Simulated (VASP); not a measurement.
Input of a VASP 6.6.1 run:

The input INCAR:

```
ALGO = Normal
EDIFF = 1E-6
ENCUT = 400
GGA = PE
GGA_COMPAT = False
ISIF = 2
ISMEAR = 0
LASPH = True
LCHARG = False
LREAL = False
LWAVE = False
NBANDS = 13
NELM = 120
PREC = Accurate
SIGMA = 0.1
```

Contents of KPOINTS:

```
k-points
0
Gamma
  8 8 6
```

POSCAR

```
Sn
1.0
    3.9599820000      0.0000000000      0.0000000000
    0.0000000000      3.9599820000      0.0000000000
    0.0000000000      0.0000000000      6.9889915100
Sn
1
Direct
    0.5000000000      0.5000000000      0.0000000000
```

Potentials or basis: VASP PAW PBE potentials, release 64 (Sn_d).

Launch:

```console
$ cat potpaw_PBE.64/Sn_d/POTCAR > POTCAR
$ mpirun -np 1 vasp_std > vasp.out
```

Q: Estimate the band gap on the k mesh.

A: Zero (band 7 reaches -0.56 eV, above the bottom of band 8 at -1.47 eV).

Q: What does it give for the pressure?

A: -2.8 GPa.

Stress tensor (GPa, compression positive):
```
-4.16  0.00  0.00
 0.00 -4.16  0.00
 0.00  0.00 -0.12
```

Caveat: spin-orbit coupling is left out, which moves the levels of the heavy elements.
